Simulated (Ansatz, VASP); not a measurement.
# Si in VASP and in Ansatz

Contents of INCAR:

```
SYSTEM = Si
PREC     = Accurate       ! precision mode
ENCUT    = 520            ! plane-wave cutoff, eV
EDIFF    = 1E-7           ! SCF threshold, eV
ISMEAR   = 0              ! smearing method
SIGMA    = 0.05           ! smearing width, eV
LREAL    = .False.        ! projectors in reciprocal space
LASPH    = .True.         ! aspherical terms in the spheres
NELM     = 150            ! most SCF steps
ALGO     = Normal         ! electronic algorithm
ISIF     = 2              ! what is computed and relaxed
LWAVE    = .False.        ! write WAVECAR
LCHARG   = .False.        ! write CHGCAR
ISPIN    = 2              ! spin polarisation
MAGMOM   = 0 0 0 0 2      ! initial moments
LORBIT   = 11             ! projections on sites
LDIPOL   = .True.       
IDIPOL   = 3            
DIPOL    = 0.5 0.5 0.332
NBANDS   = 22             ! bands
```

File KPOINTS:

```
Automatic mesh
0
Gamma
  7 7 1
  0 0 0
```

File POSCAR:

```
Si
1.0
    3.8195065206      0.0000000000      0.0000000000
    0.0000000000      3.8195065206      0.0000000000
    0.0000000000      0.0000000000     21.0645252450
Si
5
Direct
    0.0000000000      0.5000000000      0.1898927203
    0.0000000000      0.0000000000      0.2540004780
    0.5000000000      0.0000000000      0.3202822601
    0.5000000000      0.5000000000      0.3828486591
    0.5000000000      0.5000000000      0.5143493679
```

Input for Ansatz:

```yaml
crystal:
  lattice:
    - [3.8195065206, 0.0, 0.0]
    - [0.0, 3.8195065206, 0.0]
    - [0.0, 0.0, 21.064525245]
  atoms:
    - { symbol: Si, position: [0.0, 0.5, 0.1898927203] }
    - { symbol: Si, position: [0.0, 0.0, 0.254000478] }
    - { symbol: Si, position: [0.5, 0.0, 0.3202822601] }
    - { symbol: Si, position: [0.5, 0.5, 0.3828486591] }
    - { symbol: Si, position: [0.5, 0.5, 0.5143493679], spin: 2.0 }
basis:
  ecutwfc: 420
kpoints:
  mp_grid: { grid: [7, 7, 1] }
hamiltonian:
  xc: lda
  pseudopotentials: { kind: paw, azcp: { folder: soft_1 } }
scf:
  occupations: { method: gaussian, width: 0.05 }
output:
  forces: true
  eigenvalues: true
  populations: true
magnetization:
  spin_polarized: true
efield:
  axis: 3
  dipole_correction: true
  ramp_width: 0.04
```

Alike in both runs: task single point; functional LDA; k mesh 7 × 7 × 1; occupations gaussian, width 0.05 eV; collinear spin.

```csv
,VASP,Ansatz
version,VASP 6.6.1,Ansatz 0.2.0
potentials or method,"VASP PAW LDA potentials, release 64 (Si), cutoff 520 eV","scalar-relativistic, plane waves, PAW"
valence electrons in the cell,20,20
```

```tsv
	VASP	Ansatz	Ansatz less VASP
gap on the k mesh at the Fermi level (eV)	none	none	-
rms of the force components (eV/Å)	0.663	0.662	-0.0016
net moment per atom (μB)	0.00	0.00	0.000
```

Ansatz warns that its potentials were made for another functional, while VASP's fit it. LDA's correlation is that of Perdew and Zunger in VASP and of Perdew and Wang (1992) in Ansatz. Atom by atom the forces differ by 0.002 eV/Å (rms over components). A gap of «none» marks a metal or a gap that the smearing closes. Ansatz's warnings: seeded moment not kept.
